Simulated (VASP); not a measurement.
Here is a VASP 6.6.1 calculation.

Contents of INCAR:

```
SYSTEM = Hg
PREC = Accurate
ENCUT = 520
EDIFF = 1E-7
ISMEAR = 0
SIGMA = 0.1
LREAL = .FALSE.
LASPH = .TRUE.
NELM = 100
ALGO = Normal
ISIF = 2
LWAVE = .FALSE.
LCHARG = .FALSE.
GGA = PE
NBANDS = 19
```

The input KPOINTS:

```
Automatic mesh
0
G
  18 18 10
  0 0 0
```

Contents of POSCAR:

```
Hg
1.0
    3.6015447430      0.0000000000      0.0000000000
   -1.8007723715      3.1190292403      0.0000000000
    0.0000000000      0.0000000000      5.5793597265
Hg
2
Direct
    0.6666666667      0.3333333333      0.7500000000
    0.3333333333      0.6666666667      0.2500000000
```

Potentials or basis: VASP PAW PBE potentials, release 64 (Hg).

Launch:

```console
$ cat potpaw_PBE.64/Hg/POTCAR > POTCAR
$ mpirun -np 1 vasp_std > vasp.out
```

**Question.** Predict the pressure.

**Answer.** 0.0 GPa.

**Question.** Predict the band gap on the k mesh.

**Answer.** 0.31 eV, indirect (least direct gap 1.28 eV).

Caveat: spin-orbit coupling is left out, which moves the levels of the heavy elements. A k mesh can miss the band edges.
